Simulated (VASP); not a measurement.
# CdO (Fm-3m) in VASP: single point with PBE

Aim: the single point of CdO with PBE.

All numbers are computed with VASP 6.6.1; they aren't measurements. Logs are shortened: lines on timing, memory, paths and dates and some standing lists are left out, and cuts for length are marked.

## 1. The cell of the first run

It takes space group Fm-3m (No. 225, cubic). Conventional cell: a = 4.718 Å, b = 4.718 Å, c = 4.718 Å, α = 90.00°, β = 90.00°, γ = 90.00°. Within 3.1 Å of Cd (site symmetry m-3m) lie 6 O at 2.36 Å. Within 3.1 Å of O (site symmetry m-3m) lie 6 Cd at 2.36 Å.

## 2. Single point, PBE

POSCAR reads:

```
CdO
1.0
    0.0000000000      2.3591184600      2.3591184600
    2.3591184600      0.0000000000      2.3591184600
    2.3591184600      2.3591184600      0.0000000000
Cd O
1 1
Direct
    0.0000000000      0.0000000000      0.0000000000
    0.5000000000      0.5000000000      0.5000000000
```

INCAR.step1 reads:

```
SYSTEM = CdO
ALGO = Normal
EDIFF = 1E-6
ENCUT = 520
GGA = PE
GGA_COMPAT = .FALSE.
ISIF = 2
ISMEAR = -1
LASPH = .TRUE.
LCHARG = .TRUE.
LORBIT = 11
LREAL = .FALSE.
LWAVE = .FALSE.
NBANDS = 20
NEDOS = 2001
NELM = 120
PREC = Accurate
SIGMA = 0.1
```

KPOINTS.step1 reads:

```
k-points
0
G
  12 12 12
  0 0 0
```

INCAR.step2 reads:

```
SYSTEM = CdO
ALGO = Normal
EDIFF = 1E-6
ENCUT = 520
GGA = PE
GGA_COMPAT = .FALSE.
ICHARG = 11
ISIF = 2
ISMEAR = -5
LASPH = .TRUE.
LCHARG = .FALSE.
LORBIT = 10
LREAL = .FALSE.
LWAVE = .FALSE.
NEDOS = 2001
NELM = 120
PREC = Accurate
SIGMA = 0.1
```

KPOINTS.step2 reads:

```
k-points
0
G
  18 18 18
  0 0 0
```

Potentials or basis: VASP PAW PBE potentials, release 64 (Cd_sv_GW, O).

Started as:

```
> cat potpaw_PBE.64/Cd_sv_GW/POTCAR potpaw_PBE.64/O/POTCAR > POTCAR
> cp INCAR.step1 INCAR
> cp KPOINTS.step1 KPOINTS
> mpirun -np 1 vasp_std > vasp.out
> cp INCAR.step2 INCAR
> cp KPOINTS.step2 KPOINTS
> mpirun -np 1 vasp_std > vasp.out
```

OUTCAR:

```text
SYSTEM = CdO
   EDIFF = 1E-6
   ENCUT = 520
   GGA = PE
   ICHARG = 11
   ISIF = 2
   ISMEAR = -5
   LASPH = .TRUE.
   LORBIT = 10
   LREAL = .FALSE.
   NELM = 120
   PREC = Accurate

 ion  position               nearest neighbor table
   1  0.000  0.000  0.000-
   2  0.500  0.500  0.500-

  LATTYP: Found a face centered cubic cell.
 ALAT       =     4.7182369200

  Lattice vectors:

 A1 = (   0.0000000000,   2.3591184600,   2.3591184600)
 A2 = (   2.3591184600,   0.0000000000,   2.3591184600)
 A3 = (   2.3591184600,   2.3591184600,   0.0000000000)

Analysis of symmetry for initial positions (statically):
=====================================================================
 Subroutine PRICEL returns:
 Original cell was already a primitive cell.

 Routine SETGRP: Setting up the symmetry group for a
 face centered cubic supercell.

 Subroutine GETGRP returns: Found 48 space group operations
 (whereof 48 operations were pure point group operations)
 out of a pool of 48 trial point group operations.

The static configuration has the point symmetry O_h .

Analysis of symmetry for dynamics (positions and initial velocities):
=====================================================================
 Subroutine PRICEL returns:
 Original cell was already a primitive cell.

 Routine SETGRP: Setting up the symmetry group for a
 face centered cubic supercell.

 Subroutine GETGRP returns: Found 48 space group operations
 (whereof 48 operations were pure point group operations)
 out of a pool of 48 trial point group operations.

The dynamic configuration has the point symmetry O_h .

 Subroutine INISYM returns: Found 48 space group operations
 (whereof 48 operations are pure point group operations),
 and found     1 'primitive' translations

----------------------------------------------------------------------------------------

                                     Primitive cell

  volume of cell :      26.2591

  direct lattice vectors                    reciprocal lattice vectors
     0.000000000  2.359118460  2.359118460    -0.211943575  0.211943575  0.211943575
     2.359118460  0.000000000  2.359118460     0.211943575 -0.211943575  0.211943575
     2.359118460  2.359118460  0.000000000     0.211943575  0.211943575 -0.211943575

  length of vectors
     3.336297321  3.336297321  3.336297321     0.367097040  0.367097040  0.367097040

  position of ions in fractional coordinates (direct lattice)
     0.000000000  0.000000000  0.000000000
     0.500000000  0.500000000  0.500000000

  ion indices of the primitive-cell ions
[... 81 lines left out ...]
   IBRION =     -1    ionic relax: 0-MD 1-quasi-New 2-CG
   NFREE  =      0    steps in history (QN), initial steepest desc. (CG)
   ISIF   =      2    stress and relaxation
   ISYM   =      2    0-nonsym 1-usesym 2-fastsym
   POTIM  = 0.5000    time-step for ionic-motion
   TEBEG  =    0.0;   TEEND  =   0.0 temperature during run
   PSTRESS=    0.0 pullay stress
   NELECT =      26.0000    total number of electrons
   NUPDOWN=      -1.0000    fix difference up-down
   EMIN   =  10.00;   EMAX   =-10.00  energy-range for DOS
   EFERMI =   0.00;   METHOD = LEGACY
   ISMEAR =    -5;   SIGMA  =   0.10  broadening in eV -4-tet -1-fermi 0-gaus
   EFERMI_NEDOS =   21; number of points for ismear=-14 and -15
   IALGO  =     38    algorithm
   IMIX   =      4    mixing-type and parameters
     AMIX     =   0.40;   BMIX     =  1.00
     AMIX_MAG =   1.60;   BMIX_MAG =  1.00
  volume/ion in A,a.u.               =      13.13        88.60
  Fermi-wavevector in a.u.,A,eV,Ry     =   1.631697  3.083460 36.224632  2.662435
  Thomas-Fermi vector in A             =   2.723790
   LORBIT       =     10    0 simple, 1 ext, 2 COOP (PROOUT), +10 PAW based schemes
   GGA     = PE    functional components
   LHFCALC =     F    Hartree Fock is set to
   AEXX    =    0.0000 exact exchange contribution
   IVDW    =     0    specifies the selected vdW correction
   LEPSILON=     F    determine dielectric tensor
   LRPA    =     F    only Hartree local field effects (RPA)
 non-spin polarized calculation
 Fermi weights with tetrahedron method with Bloechl corrections
  energy-cutoff  :      520.00
  volume of cell :       26.26
 maximum number of plane-waves:       725
 NGX is ok and might be reduce to    28

 number of electron      26.0000007 magnetization

 Free energy of the ion-electron system (eV)
  ---------------------------------------------------
  ext. energy  EPLUGINS =         0.00000000
  ---------------------------------------------------
  free energy    TOTEN  =        -7.81417334 eV

  energy without entropy =       -7.81417334  energy(sigma->0) =       -7.81417334

 E-fermi :   4.8189     XC(G=0): -11.8429

 val. band max:        4.8373079918   @ k =   0.5000   0.0000   0.0000
 cond. band min:       4.8373084312   @ k =   0.5000   0.0000   0.0000
 fundamental gap:      0.0000004394
 Fermi energy:         4.8189481609

 k-point     1 :       0.0000    0.0000    0.0000
  band No.  band energies     occupation
      1     -95.5894      2.00000
      2     -56.6770      2.00000
      3     -56.6770      2.00000
      4     -56.6770      2.00000
      5     -12.4325      2.00000
      6      -1.8423      2.00000
[... 457 lines left out ...]
      4     -56.6775      2.00000
      5     -12.0797      2.00000
      6      -2.1334      2.00000
[... 9 lines left out ...]
     16      18.0442      0.00000
     17      18.9271      0.00000

 [... further k-points ...]
[... 5 lines left out ...]
  --------------------------------------------------------------------------------------
  -------------------------------------------------------------------------------------
  Total        0.3496226      0.3496226      0.3496226     -0.0000000      0.0000000      0.0000000
  in kB       21.3319661     21.3319661     21.3319661     -0.0000000      0.0000000      0.0000000
  external PRESSURE =      21.3319661 kB  Pullay stress =       0.0000000 kB

 VOLUME and BASIS-vectors are now :
 -----------------------------------------------------------------------------
  energy-cutoff  :      520.00
  volume of cell :       26.26
      direct lattice vectors                 reciprocal lattice vectors
     0.000000000  2.359118460  2.359118460    -0.211943575  0.211943575  0.211943575
     2.359118460  0.000000000  2.359118460     0.211943575 -0.211943575  0.211943575
     2.359118460  2.359118460  0.000000000     0.211943575  0.211943575 -0.211943575

 POSITION                                       TOTAL-FORCE (eV/Angst)
 -----------------------------------------------------------------------------------
      0.00000      0.00000      0.00000        -0.000000     -0.000000     -0.000000
      2.35912      2.35912      2.35912         0.000000      0.000000      0.000000
 -----------------------------------------------------------------------------------
    total drift:                                0.000000      0.000000      0.000000

  FREE ENERGIE OF THE ION-ELECTRON SYSTEM (eV)
  ---------------------------------------------------
  free  energy   TOTEN  =        -7.8141733388 eV

  energy  without entropy=       -7.8141733388  energy(sigma->0) =       -7.81417334

 total charge

# of ion       s       p       d       f       tot
--------------------------------------------------
    1        2.206   6.157   9.268   0.013  17.643
    2        1.573   3.355   0.000   0.000   4.928
--------------------------------------------------
tot          3.779   9.512   9.268   0.013  22.572
```

OUTCAR.step1:

```text
SYSTEM = CdO
   EDIFF = 1E-6
   ENCUT = 520
   GGA = PE
   ISIF = 2
   ISMEAR = -1
   LASPH = .TRUE.
   LORBIT = 11
   LREAL = .FALSE.
   NELM = 120
[... 774 lines left out ...]
    total drift:                                0.000000      0.000000      0.000000

  FREE ENERGIE OF THE ION-ELECTRON SYSTEM (eV)
  ---------------------------------------------------
  free  energy   TOTEN  =        -7.8153324584 eV

  energy  without entropy=       -7.8120481476  energy(sigma->0) =       -7.81369030

 total charge

# of ion       s       p       d       f       tot
--------------------------------------------------
    1        2.206   6.157   9.267   0.013  17.644
    2        1.574   3.353   0.000   0.000   4.927
--------------------------------------------------
tot          3.780   9.511   9.267   0.013  22.571
```

OSZICAR.step1:

```text
N       E                     dE             d eps       ncg     rms          rms(c)
DAV:   1     0.447925207184E+03    0.44793E+03   -0.15674E+04  3048   0.194E+03
DAV:   2     0.271114070621E+02   -0.42081E+03   -0.39593E+03  2900   0.633E+02
DAV:   3    -0.850603446794E+01   -0.35617E+02   -0.35209E+02  4228   0.216E+02
DAV:   4    -0.958031724978E+01   -0.10743E+01   -0.10737E+01  3944   0.359E+01
DAV:   5    -0.962224764346E+01   -0.41930E-01   -0.41929E-01  3956   0.683E+00    0.145E+01
DAV:   6    -0.786746079639E+01    0.17548E+01   -0.91010E+00  4348   0.489E+01    0.157E+01
DAV:   7    -0.783590986798E+01    0.31551E-01   -0.89786E-01  4544   0.109E+01    0.958E+00
DAV:   8    -0.782377062664E+01    0.12139E-01   -0.17652E-01  3832   0.548E+00    0.812E-01
DAV:   9    -0.781523608094E+01    0.85345E-02   -0.44279E-02  4164   0.242E+00    0.139E-01
DAV:  10    -0.781533142764E+01   -0.95347E-04   -0.19008E-03  3432   0.448E-01    0.623E-02
DAV:  11    -0.781533237034E+01   -0.94270E-06   -0.15774E-04  4224   0.111E-01    0.155E-02
DAV:  12    -0.781533245841E+01   -0.88070E-07   -0.95063E-06  4000   0.321E-02
   1 F= -.78153325E+01 E0= -.78136903E+01  d E =-.328431E-02
```

Run time: 88 s. Hardware: 1 thread of AMD EPYC 7R13 (Zen 3), shared host; peak memory 0.22 GiB.

Results:

- Valence electrons inside the program's atomic spheres: Cd 17.64; O 4.93
